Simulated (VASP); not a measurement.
CdTe: single point with PBE

Crystal: CdTe.

```
Cd Te
1.0
     0.00000    3.14876    3.44855
     3.14876    0.00000    3.44855
     3.14876    3.14876    0.00000
Cd Te
1 1
Direct
  0.00000 0.00000 0.00000
  0.25000 0.25000 0.25000
```

This cell differs from its parent crystal: epitaxial xy strain -4.0%.

```yaml
Program: VASP 6.6.1
Task: single point
Functional: PBE
Potentials_or_basis: VASP PAW PBE potentials, release 64 (Cd, Te)
Cutoff: 520 eV
k_mesh: 6 × 6 × 6
Occupations: fermi-dirac, width 0.02 eV
Spin: no spin polarisation
```

```
Pressure               : 2.4 GPa
Band gap on the k mesh : 0.61 eV, direct
```

Stress tensor (GPa, compression positive):
```
2.91 0.00 0.00
0.00 2.91 0.00
0.00 0.00 1.26
```

Levels at points of the mesh, in eV from the valence-band top:
| k point | band 5 | band 6 | band 7 | band 8 | band 9 | band 10 | band 11 | band 12 | band 13 | band 14 |
| --- | --- | --- | --- | --- | --- | --- | --- | --- | --- | --- |
| (0.00, 0.00, 0.00) | -8.13 | -8.12 | -0.35 | 0.00 | 0.00 | 0.61 | 4.53 | 4.53 | 4.55 | 7.33 |
| (0.50, 0.00, 0.00) | -8.11 | -7.78 | -4.49 | -1.10 | -0.64 | 1.63 | 4.92 | 5.36 | 7.01 | 8.44 |
| (0.50, 0.50, 0.00) | -8.10 | -7.74 | -4.66 | -1.67 | -1.67 | 2.77 | 3.02 | 8.23 | 8.98 | 8.98 |
| (0.50, 0.00, 0.50) | -8.10 | -7.60 | -4.23 | -2.13 | -1.99 | 2.35 | 2.40 | 8.48 | 8.80 | 8.97 |

Run time: 36 s on 1 thread of Intel(R) Xeon(R) Platinum 8559C (Emerald Rapids) (shared host), peak memory 0.21 GiB.

Caveat: the cell differs from its parent crystal (epitaxial xy strain -4.0%); spin-orbit coupling is left out, which moves the levels of the heavy elements.
